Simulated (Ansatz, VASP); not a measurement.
## One calculation of Se, two programs

The input INCAR:

```
ALGO = Normal ; EDIFF = 1E-6
ENCUT = 520 ; GGA = PS
ISIF = 2 ; ISMEAR = -1
LASPH = True ; LCHARG = False
LREAL = False ; LWAVE = False
NBANDS = 16 ; NELM = 80
PREC = Accurate ; SIGMA = 0.03
```

Contents of KPOINTS:

```
k-points
0
Gamma
  6 6 5
```

Contents of POSCAR:

```
Se
1.0
    4.3661999489      0.0000000000      0.0000000000
   -2.1830999745      3.7812400738      0.0000000000
    0.0000000000      0.0000000000      4.9536000000
Se
3
Direct
    0.2254000000      0.0000000000      0.3333333333
    0.0000000000      0.2254000000      0.6666666667
    0.7746000000      0.7746000000      0.0000000000
```

Input for Ansatz:

```yaml
crystal:
  lattice:
    - [4.3661999489, 0.0, 0.0]
    - [-2.1830999745, 3.7812400738, 0.0]
    - [0.0, 0.0, 4.9536]
  atoms:
    - { symbol: Se, position: [0.2254, 0.0, 0.3333333333] }
    - { symbol: Se, position: [0.0, 0.2254, 0.6666666667] }
    - { symbol: Se, position: [0.7746, 0.7746, 0.0] }
kpoints:
  mp_grid: { grid: [6, 6, 5] }
  band_path:
    path:
      - [0.0, 0.0, 0.0]
      - [0.5, 0.0, 0.0]
      - [0.3333333333, 0.3333333333, 0.0]
      - [0.0, 0.0, 0.0]
      - [0.0, 0.0, 0.5]
      - [0.5, 0.0, 0.5]
      - [0.3333333333, 0.3333333333, 0.5]
      - [0.0, 0.0, 0.5]
      - [0.5, 0.0, 0.5]
    npoints: 14
scf:
  occupations: { method: fermi_dirac, width: 0.03 }
hamiltonian:
  xc: pbesol
  pseudopotentials: { kind: all_electron, lapw: { basis_error: 0.001 } }
output:
  forces: true
  stress: true
  eigenvalues: true
  populations: true
  dos: { projected: true, de: 0.2, e_range: [-14, 8] }
```

Alike in both runs: task single point; functional PBEsol; k mesh 6 × 6 × 5; occupations fermi-dirac, width 0.03 eV; no spin polarisation.

|  | VASP | Ansatz |
| --- | --- | --- |
| version | VASP 6.6.1 | Ansatz 0.2.0 |
| potentials or method | VASP PAW PBE potentials, release 64 (Se), cutoff 520 eV | all-electron LAPW, scalar-relativistic |

```csv
,VASP,Ansatz,Ansatz less VASP
gap on the k mesh at the Fermi level (eV),1.23,1.24,+0.008
pressure (GPa),0.4,0.2,-0.20
"traceless stress, the component that is largest in VASP (GPa)",1.02,0.95,-0.078
rms of the force components (eV/Å),0.191,0.162,-0.0293
```

VASP's potentials were made for PBE, not for PBEsol. Atom by atom the forces differ by 0.029 eV/Å (rms over components). Ansatz ran all-electron here, and VASP with PAW potentials.
